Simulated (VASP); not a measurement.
# Sc3SbP2 (P6/mmm) in VASP: single point with PBE

Aim: the single point of Sc3SbP2 with PBE.

Everything below comes from runs of VASP 6.6.1. Logs are shortened: lines on timing, memory, paths and dates and some standing lists are left out, and cuts for length are marked.

## Step 1: The cell of the first run

It takes space group P6/mmm (No. 191, hexagonal). Conventional cell: a = 8.487 Å, b = 8.487 Å, c = 3.045 Å, α = 90.00°, β = 90.00°, γ = 120.00°. Sc (site symmetry mmm) has 2 P at 2.45 Å and 2 Sc at 3.05 Å within 3.2 Å. Within 4.0 Å of Sb (site symmetry 6/mmm) lie 2 Sb at 3.05 Å. Within 3.2 Å of P (site symmetry -6m2) lie 3 Sc at 2.45 Å and 2 P at 3.05 Å.

## Step 2: Single point, PBE

POSCAR reads:

```
Sc3SbP2
1.0
    8.4865082764      0.0000000000      0.0000000000
   -4.2432541382      7.3495317568      0.0000000000
    0.0000000000      0.0000000000      3.0452521465
Sc Sb P
3 1 2
Direct
    0.5000000000      0.0000000000      0.0000000000
    0.0000000000      0.5000000000      0.0000000000
    0.5000000000      0.5000000000      0.0000000000
    0.0000000000      0.0000000000      0.0000000000
    0.3333333333      0.6666666667      0.0000000000
    0.6666666667      0.3333333333      0.0000000000
```

INCAR.step1 reads:

```
SYSTEM = Sc3SbP2
ALGO = Normal
EDIFF = 1E-6
ENCUT = 520
GGA = PE
ISIF = 2
ISMEAR = 0
LASPH = .TRUE.
LCHARG = .TRUE.
LMAXMIX = 4
LREAL = .FALSE.
LWAVE = .FALSE.
NBANDS = 33
NELM = 100
PREC = Accurate
SIGMA = 0.1
```

KPOINTS.step1 reads:

```
k-points
0
G
  6 6 12
  0 0 0
```

INCAR.step2 reads:

```
SYSTEM = Sc3SbP2
ALGO = Normal
EDIFF = 1E-6
ENCUT = 520
GGA = PE
ICHARG = 11
ISIF = 2
ISMEAR = -5
LASPH = .TRUE.
LCHARG = .FALSE.
LMAXMIX = 4
LORBIT = 11
LREAL = .FALSE.
LWAVE = .FALSE.
NEDOS = 1001
NELM = 100
PREC = Accurate
SIGMA = 0.1
```

KPOINTS.step2 reads:

```
k-points
0
G
  9 9 18
  0 0 0
```

Potentials or basis: VASP PAW PBE potentials, release 64 (Sc_sv, Sb, P).

On the command line:

```sh
$ cat potpaw_PBE.64/Sc_sv/POTCAR potpaw_PBE.64/Sb/POTCAR potpaw_PBE.64/P/POTCAR > POTCAR
$ cp INCAR.step1 INCAR
$ cp KPOINTS.step1 KPOINTS
$ mpirun -np 1 vasp_std > vasp.out
$ cp INCAR.step2 INCAR
$ cp KPOINTS.step2 KPOINTS
$ mpirun -np 1 vasp_std > vasp.out
```

OUTCAR:

```text
SYSTEM = Sc3SbP2
   EDIFF = 1E-6
   ENCUT = 520
   GGA = PE
   ICHARG = 11
   ISIF = 2
   ISMEAR = -5
   LASPH = .TRUE.
   LORBIT = 11
   LREAL = .FALSE.
   NELM = 100
   PREC = Accurate

 ion  position               nearest neighbor table
   1  0.500  0.000  0.000-   5 2.45   6 2.45
   2  0.000  0.500  0.000-   5 2.45   6 2.45
   3  0.500  0.500  0.000-   5 2.45   6 2.45
   4  0.000  0.000  0.000-
   5  0.333  0.667  0.000-   2 2.45   1 2.45   3 2.45
   6  0.667  0.333  0.000-   2 2.45   1 2.45   3 2.45

  LATTYP: Found a hexagonal cell.
 ALAT       =     8.4865082764
 C/A-ratio  =     0.3588345227

  Lattice vectors:

 A1 = (   8.4865082764,   0.0000000000,   0.0000000000)
 A2 = (  -4.2432541382,   7.3495317568,   0.0000000000)
 A3 = (   0.0000000000,   0.0000000000,   3.0452521465)

Analysis of symmetry for initial positions (statically):
=====================================================================
 Subroutine PRICEL returns:
 Original cell was already a primitive cell.

 Routine SETGRP: Setting up the symmetry group for a
 hexagonal supercell.

 Subroutine GETGRP returns: Found 24 space group operations
 (whereof 24 operations were pure point group operations)
 out of a pool of 24 trial point group operations.

The static configuration has the point symmetry D_6h.

Analysis of symmetry for dynamics (positions and initial velocities):
=====================================================================
 Subroutine PRICEL returns:
 Original cell was already a primitive cell.

 Routine SETGRP: Setting up the symmetry group for a
 hexagonal supercell.

 Subroutine GETGRP returns: Found 24 space group operations
 (whereof 24 operations were pure point group operations)
 out of a pool of 24 trial point group operations.

The dynamic configuration has the point symmetry D_6h.

 Subroutine INISYM returns: Found 24 space group operations
 (whereof 24 operations are pure point group operations),
 and found     1 'primitive' translations

----------------------------------------------------------------------------------------

                                     Primitive cell

  volume of cell :     189.9380

  direct lattice vectors                    reciprocal lattice vectors
     8.486508276  0.000000000  0.000000000     0.117834092  0.068031545  0.000000000
    -4.243254138  7.349531757  0.000000000     0.000000000  0.136063090  0.000000000
     0.000000000  0.000000000  3.045252147     0.000000000  0.000000000  0.328380033

  length of vectors
     8.486508276  8.486508276  3.045252147     0.136063090  0.136063090  0.328380033

  position of ions in fractional coordinates (direct lattice)
     0.500000000  0.000000000  0.000000000
     0.000000000  0.500000000  0.000000000
     0.500000000  0.500000000  0.000000000
     0.000000000  0.000000000  0.000000000
     0.333333333  0.666666667  0.000000000
     0.666666667  0.333333333  0.000000000

  ion indices of the primitive-cell ions
   primitive index   ion index
                 1           1
                 2           2
                 3           3
                 4           4
                 5           5
                 6           6

----------------------------------------------------------------------------------------

 KPOINTS: k-points

Automatic generation of k-mesh.
 Grid dimensions read from file:
 generate k-points for:    9    9   18

 Generating k-lattice:

  Cartesian coordinates                     Fractional coordinates (reciprocal lattice)
     0.013092677  0.007559061  0.000000000     0.111111111  0.000000000  0.000000000
     0.000000000  0.015118121  0.000000000     0.000000000  0.111111111  0.000000000
     0.000000000  0.000000000  0.018243335     0.000000000  0.000000000  0.055555556

  Length of vectors
     0.015118121  0.015118121  0.018243335

  Shift w.r.t. Gamma in fractional coordinates (k-lattice)
     0.000000000  0.000000000  0.000000000

 TETIRR: Found   1476 inequivalent tetrahedra from     8748

 Subroutine IBZKPT returns following result:
 ===========================================

 Found    120 irreducible k-points:

 Following reciprocal coordinates:
            Coordinates               Weight
  0.000000  0.000000  0.000000      1.000000
  0.111111  0.000000  0.000000      6.000000
  0.222222 -0.000000  0.000000      6.000000
  0.333333 -0.000000  0.000000      6.000000
  0.444444 -0.000000  0.000000      6.000000
  0.111111  0.111111  0.000000      6.000000
[... 16 lines left out ...]
  0.333333  0.222222  0.055556     24.000000
  0.333333  0.333333  0.055556      4.000000
 [... further k-points ...]
   k-points           NKPTS =    120   k-points in BZ     NKDIM =    120   number of bands    NBANDS=     28
   number of dos      NEDOS =   1001   number of ions     NIONS =      6
   total plane-waves  NPLWV =  98304
   dimension x,y,z NGX =    64 NGY =   64 NGZ =   24
   dimension x,y,z NGXF=   128 NGYF=  128 NGZF=   48
   ions per type =               3   1   2
   NGX,Y,Z   is equivalent  to a cutoff of  12.54, 12.54, 13.10 a.u.
   NGXF,Y,Z  is equivalent  to a cutoff of  25.07, 25.07, 26.20 a.u.
 SYSTEM =  Sc3SbP2
   PREC   = accura    normal or accurate (medium, high low for compatibility)
   ISTART =      0    job   : 0-new  1-cont  2-samecut
   ICHARG =     11    charge: 1-file 2-atom 10-const
   ISPIN  =      1    spin polarized calculation?
   LNONCOLLINEAR =      F non collinear calculations
   LSORBIT =      F    spin-orbit coupling
   LASPH  =      T    aspherical Exc in radial PAW
   ENCUT  =  520.0 eV  38.22 Ry    6.18 a.u.  15.78 15.78  5.66*2*pi/ulx,y,z
   NELM   =    100;   NELMIN=  2; NELMDL=  0     # of ELM steps
   EDIFF  = 0.1E-05   stopping-criterion for ELM
   LREAL  =      F    real-space projection
   EDIFFG = 0.1E-04   stopping-criterion for IOM
   NSW    =      0    number of steps for IOM
   IBRION =     -1    ionic relax: 0-MD 1-quasi-New 2-CG
   NFREE  =      0    steps in history (QN), initial steepest desc. (CG)
   ISIF   =      2    stress and relaxation
   ISYM   =      2    0-nonsym 1-usesym 2-fastsym
   POTIM  = 0.5000    time-step for ionic-motion
   TEBEG  =    0.0;   TEEND  =   0.0 temperature during run
   PSTRESS=    0.0 pullay stress
   NELECT =      48.0000    total number of electrons
   NUPDOWN=      -1.0000    fix difference up-down
   EMIN   =  10.00;   EMAX   =-10.00  energy-range for DOS
   EFERMI =   0.00;   METHOD = LEGACY
   ISMEAR =    -5;   SIGMA  =   0.10  broadening in eV -4-tet -1-fermi 0-gaus
   EFERMI_NEDOS =   21; number of points for ismear=-14 and -15
   IALGO  =     38    algorithm
   IMIX   =      4    mixing-type and parameters
     AMIX     =   0.40;   BMIX     =  1.00
     AMIX_MAG =   1.60;   BMIX_MAG =  1.00
  volume/ion in A,a.u.               =      31.66       213.63
  Fermi-wavevector in a.u.,A,eV,Ry     =   1.035026  1.955916 14.575633  1.071279
  Thomas-Fermi vector in A             =   2.169349
   LORBIT       =     11    0 simple, 1 ext, 2 COOP (PROOUT), +10 PAW based schemes
   GGA     = PE    functional components
   LHFCALC =     F    Hartree Fock is set to
   AEXX    =    0.0000 exact exchange contribution
   IVDW    =     0    specifies the selected vdW correction
   LEPSILON=     F    determine dielectric tensor
   LRPA    =     F    only Hartree local field effects (RPA)
 non-spin polarized calculation
 Fermi weights with tetrahedron method with Bloechl corrections
  energy-cutoff  :      520.00
  volume of cell :      189.94
 maximum number of plane-waves:      5159
 NGX is ok and might be reduce to    64

 number of electron      47.9999996 magnetization

 Free energy of the ion-electron system (eV)
  ---------------------------------------------------
  ext. energy  EPLUGINS =         0.00000000
  ---------------------------------------------------
  free energy    TOTEN  =       -32.30335408 eV

  energy without entropy =      -32.30335408  energy(sigma->0) =      -32.30335408

 E-fermi :   3.0449     XC(G=0):  -8.3946

 val. band max:        3.0858592698   @ k =   0.0000   0.0000   0.3889
 cond. band min:       2.9777724349   @ k =   0.2222   0.1111   0.1667
 fundamental gap:     -0.1080868349
 Fermi energy:         3.0449050870

 k-point     1 :       0.0000    0.0000    0.0000
  band No.  band energies     occupation
      1     -47.0283      2.00000
      2     -47.0271      2.00000
      3     -47.0270      2.00000
      4     -25.8873      2.00000
      5     -25.8871      2.00000
      6     -25.8805      2.00000
[... 20 lines left out ...]
     27       3.3144      0.00000
     28       3.9773      0.00000

 k-point     2 :       0.1111    0.0000    0.0000
  band No.  band energies     occupation
      1     -47.0283      2.00000
      2     -47.0272      2.00000
      3     -47.0270      2.00000
      4     -25.8872      2.00000
      5     -25.8870      2.00000
      6     -25.8806      2.00000
[... 20 lines left out ...]
     27       3.4217      0.00000
     28       3.9967      0.00000

 k-point     3 :       0.2222   -0.0000    0.0000
  band No.  band energies     occupation
      1     -47.0282      2.00000
      2     -47.0272      2.00000
      3     -47.0270      2.00000
      4     -25.8871      2.00000
      5     -25.8865      2.00000
      6     -25.8811      2.00000
[... 616 lines left out ...]
      3     -47.0257      2.00000
      4     -25.8858      2.00000
      5     -25.8834      2.00000
      6     -25.8818      2.00000
[... 20 lines left out ...]
     27       4.1530      0.00000
     28       4.2493      0.00000

 k-point    24 :       0.3333    0.3333    0.0556
  band No.  band energies     occupation
      1     -47.0264      2.00000
      2     -47.0263      2.00000
      3     -47.0257      2.00000
      4     -25.8858      2.00000
      5     -25.8826      2.00000
      6     -25.8825      2.00000
[... 20 lines left out ...]
     27       4.1394      0.00000
     28       4.3412      0.00000

 [... further k-points ...]

------------------------ aborting loop because EDIFF is reached ----------------------------------------

  FORCE on cell =-STRESS in cart. coord.  units (eV):
  Direction    XX          YY          ZZ          XY          YZ          ZX
  --------------------------------------------------------------------------------------
  -------------------------------------------------------------------------------------
  Total       -0.5056678     -0.5056678      0.0726269      0.0000000     -0.0000000     -0.0000000
  in kB       -4.2654409     -4.2654409      0.6126268      0.0000000     -0.0000000     -0.0000000
  external PRESSURE =      -2.6394183 kB  Pullay stress =       0.0000000 kB

 VOLUME and BASIS-vectors are now :
 -----------------------------------------------------------------------------
  energy-cutoff  :      520.00
  volume of cell :      189.94
      direct lattice vectors                 reciprocal lattice vectors
     8.486508276  0.000000000  0.000000000     0.117834092  0.068031545  0.000000000
    -4.243254138  7.349531757  0.000000000     0.000000000  0.136063090  0.000000000
     0.000000000  0.000000000  3.045252147     0.000000000  0.000000000  0.328380033

 POSITION                                       TOTAL-FORCE (eV/Angst)
 -----------------------------------------------------------------------------------
      4.24325      0.00000      0.00000         0.000000      0.000000      0.000000
     -2.12163      3.67477      0.00000         0.000000      0.000000      0.000000
      2.12163      3.67477      0.00000        -0.000000      0.000000      0.000000
      0.00000      0.00000      0.00000        -0.000000      0.000000      0.000000
     -0.00000      4.89969      0.00000         0.000000     -0.000000      0.000000
      4.24325      2.44984      0.00000        -0.000000      0.000000     -0.000000
 -----------------------------------------------------------------------------------
    total drift:                               -0.000000      0.000000      0.000000

  FREE ENERGIE OF THE ION-ELECTRON SYSTEM (eV)
  ---------------------------------------------------
  free  energy   TOTEN  =       -32.3033540807 eV

  energy  without entropy=      -32.3033540807  energy(sigma->0) =      -32.30335408

 total charge

# of ion       s       p       d       tot
------------------------------------------
    1        2.235   6.101   1.092   9.428
    2        2.235   6.101   1.092   9.428
    3        2.235   6.101   1.092   9.428
    4        1.220   1.126   0.016   2.362
    5        1.084   1.472   0.000   2.556
    6        1.084   1.472   0.000   2.556
--------------------------------------------------
tot         10.092  22.374   3.292  35.758
```

Wall time 23 min (1 thread of Intel Xeon 8259CL, shared host); peak memory 0.73 GiB.

Results:

- Valence electrons inside the program's atomic spheres: Sc 9.43; Sb 2.36; P 2.56

Levels at points of the mesh, in eV from the Fermi level:
```tsv
k point	band 22	band 23	band 24	band 25	band 26	band 27
(0.00, 0.00, 0.00)	-1.47	-0.92	-0.92	0.22	0.27	0.27
(0.00, 0.00, 0.50)	-0.88	-0.45	-0.45	0.37	0.37	0.51
```

Caveat: spin-orbit coupling is left out, which moves the levels of the heavy elements; tetrahedron occupations give inexact forces and stress in metals.
